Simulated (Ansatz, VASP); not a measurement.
## Fe in VASP and in Ansatz

INCAR

```
  ALGO = Fast
  EDIFF = 1E-6
  ENCUT = 520
  GGA = RE
  ISIF = 2
  ISMEAR = -1
  ISPIN = 2
  LASPH = True
  LCHARG = True
  LELF = True
  LMAXMIX = 4
  LORBIT = 11
  LREAL = False
  LVHAR = True
  LWAVE = False
  MAGMOM = 3
  NBANDS = 14
  NELM = 150
  PREC = Accurate
  SIGMA = 0.05
```

KPOINTS

```
k-points
0
Gamma
  13 13 13
```

Contents of POSCAR:

```
Fe
1.0
   -1.4430000000      1.4430000000      1.4430000000
    1.4430000000     -1.4430000000      1.4430000000
    1.4430000000      1.4430000000     -1.4430000000
Fe
1
Direct
    0.0000000000      0.0000000000      0.0000000000
```

input.yaml

```yaml
crystal:
  lattice:
    - [-1.443, 1.443, 1.443]
    - [1.443, -1.443, 1.443]
    - [1.443, 1.443, -1.443]
  atoms:
    - { symbol: Fe, position: [0.0, 0.0, 0.0], spin: 3.0 }
kpoints:
  mp_grid: { grid: [13, 13, 13] }
  band_path:
    path:
      - [0.0, 0.0, 0.0]
      - [0.5, -0.5, 0.5]
      - [0.0, 0.0, 0.5]
      - [0.0, 0.0, 0.0]
      - [0.25, 0.25, 0.25]
      - [0.5, -0.5, 0.5]
    npoints: 6
scf:
  occupations: { method: fermi_dirac, width: 0.05 }
hamiltonian:
  xc: revpbe
  pseudopotentials: { kind: all_electron, lapw: { basis_error: 0.001 } }
magnetization:
  spin_polarized: true
output:
  forces: true
  stress: true
  eigenvalues: true
```

Alike in both runs: functional revPBE; k mesh 13 × 13 × 13; occupations fermi-dirac, width 0.05 eV; collinear spin.

|  | VASP | Ansatz |
| --- | --- | --- |
| version | VASP 6.6.1 | Ansatz 0.2.0 |
| potentials or method | VASP PAW PBE potentials, release 64 (Fe), cutoff 520 eV | all-electron LAPW, scalar-relativistic |
| task | single point | band structure |

Ansatz gave:

```
gap on the k mesh at the Fermi level (eV)                     : none
pressure (GPa)                                                : -5.3
net moment per atom (μB)                                      : 2.28
size of the moment on the site where the two differ most (μB) : 2.35
```

Which values does VASP return?

gap on the k mesh at the Fermi level (eV): none; pressure (GPa): -4.8; net moment per atom (μB): 2.33; size of the moment on the site where the two differ most (μB): 2.34.

VASP's potentials were made for PBE, not for revPBE. Site moments also hang on the region over which each program counts them. A gap of «none» marks a metal or a gap that the smearing closes. Ansatz ran all-electron here, and VASP with PAW potentials.
